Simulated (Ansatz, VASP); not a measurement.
# One calculation of TaN, two programs

Contents of INCAR:

```
PREC = Accurate ; ENCUT = 600
EDIFF = 1E-6 ; ISMEAR = 0
SIGMA = 0.15 ; LREAL = F
LASPH = T ; NELM = 120
ALGO = Normal ; ISIF = 2
LWAVE = F ; LCHARG = F
GGA = PS ; NBANDS = 16
GGA_COMPAT = F
```

KPOINTS

```
Automatic mesh
0
Gamma
  14 14 14
```

POSCAR

```
TaN
1.0
    0.0000000000      2.1878447036      2.1878447036
    2.1878447036      0.0000000000      2.1878447036
    2.1878447036      2.1878447036      0.0000000000
Ta N
1 1
Direct
    0.5000000000      0.5000000000      0.5000000000
    0.0000000000      0.0000000000      0.0000000000
```

Input for Ansatz:

```yaml
crystal:
  lattice:
    - [0.0, 2.1878447036, 2.1878447036]
    - [2.1878447036, 0.0, 2.1878447036]
    - [2.1878447036, 2.1878447036, 0.0]
  atoms:
    - { symbol: Ta, position: [0.5, 0.5, 0.5] }
    - { symbol: "N", position: [0.0, 0.0, 0.0] }
basis:
  ecutwfc: 420
kpoints:
  mp_grid: { grid: [14, 14, 14] }
hamiltonian:
  xc: pbesol
scf:
  occupations: { method: gaussian, width: 0.15 }
output:
  forces: true
  stress: true
  eigenvalues: true
  write_density: true
  write_potential: true
  elf: true
  volumetric_format: npy
```

Alike in both runs: task single point; functional PBEsol; k mesh 14 × 14 × 14; occupations gaussian, width 0.15 eV; no spin polarisation.

|  | VASP | Ansatz |
| --- | --- | --- |
| version | VASP 6.6.1 | Ansatz 0.2.0 |
| potentials or method | VASP PAW PBE potentials, release 64 (Ta_sv_GW, N), cutoff 600 eV | scalar-relativistic, plane waves, PAW |
| valence electrons in the cell | 18 | 18 |

```csv
,VASP,Ansatz,Ansatz less VASP
gap on the k mesh at the Fermi level (eV),none,none,-
pressure (GPa),0.1,0.0,-0.08
```

VASP's potentials were made for PBE, not for PBEsol. A gap of «none» marks a metal or a gap that the smearing closes. With one functional, cell and mesh, what is left measures potentials, basis and numerics.

Spin-orbit coupling is off throughout.
